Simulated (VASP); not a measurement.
Write the native input for VASP 6.6.1 that does the following.

* Task: single point
* Functional: PBE
* Potentials or basis: VASP PAW PBE potentials, release 64 (W_sv, C)
* Cutoff: 520 eV
* k mesh: 12 × 12 × 12
* Occupations: gaussian, width 0.1 eV
* Spin: no spin polarisation
* Dipole correction: no
* Further INCAR settings: ALGO = Normal; EDIFF = 1e-07; NBANDS = 16

The structure of WC (Qusongite) lies in POSCAR:

```
WC
1.0
    2.9216789205      0.0000000000      0.0000000000
   -1.4608394603      2.5302481669      0.0000000000
    0.0000000000      0.0000000000      2.8470525736
W C
1 1
Direct
    0.0000000000      0.0000000000      0.0000000000
    0.6666666667      0.3333333333      0.5000000000
```

One way to write it, as run:

INCAR

```
ALGO     = Normal         # electronic algorithm
EDIFF    = 1E-7           # SCF threshold, eV
ENCUT    = 520            # plane-wave cutoff, eV
GGA      = PE             # functional
ISIF     = 2              # what is computed and relaxed
ISMEAR   = 0              # smearing method
LASPH    = True           # aspherical terms in the spheres
LCHARG   = False          # write CHGCAR
LREAL    = False          # projectors in reciprocal space
LWAVE    = False          # write WAVECAR
NBANDS   = 16             # bands
NELM     = 100            # most SCF steps
PREC     = Accurate       # precision mode
SIGMA    = 0.1            # smearing width, eV
```

KPOINTS

```
k-points
0
Gamma
  12 12 12
```

Potentials or basis: VASP PAW PBE potentials, release 64 (W_sv, C).

The run is started by

```console
$ cat potpaw_PBE.64/W_sv/POTCAR potpaw_PBE.64/C/POTCAR > POTCAR
$ mpirun -np 1 vasp_std > vasp.out
```

Results of the run:

The pressure is 1.1 GPa. The band gap on the k mesh is zero (band 9 reaches 11.51 eV, above the bottom of band 10 at 10.31 eV).

Caveat: spin-orbit coupling is left out, which moves the levels of the heavy elements.

Wall time 52 s on 1 thread of Intel Xeon 6975P-C (shared host), peak memory 0.17 GiB.
